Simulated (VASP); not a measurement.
A run of VASP 6.6.1:

The input INCAR:

```
PREC = Accurate ; ENCUT = 520
EDIFF = 1E-7 ; ISMEAR = 0
SIGMA = 0.1 ; LREAL = False
LASPH = True ; NELM = 100
ALGO = Normal ; ISIF = 2
LWAVE = False ; LCHARG = False
GGA = PE ; NBANDS = 12
```

Contents of KPOINTS:

```
Automatic mesh
0
Gamma
  18 18 18
```

Contents of POSCAR:

```
P
1.0
    1.7406702677      1.0049764476      3.0698207066
   -1.7406702677      1.0049764476      3.0698207066
    0.0000000000     -2.0099528952      3.0698207066
P
2
Direct
    0.2293344516      0.2293344516      0.2293344516
    0.7706655484      0.7706655484      0.7706655484
```

Potentials or basis: VASP PAW PBE potentials, release 64 (P).

The run is started by

```console
$ cat potpaw_PBE.64/P/POTCAR > POTCAR
$ mpirun -np 1 vasp_std > vasp.out
```

Hardware: 1 thread of Intel Xeon 8259CL (shared host).

Problem. How long does it take, and how much memory?

Solution. Run time: 5.1 min on 1 thread of Intel Xeon 8259CL (shared host), peak memory 0.29 GiB. Counts: scf iterations 13, k points 580.
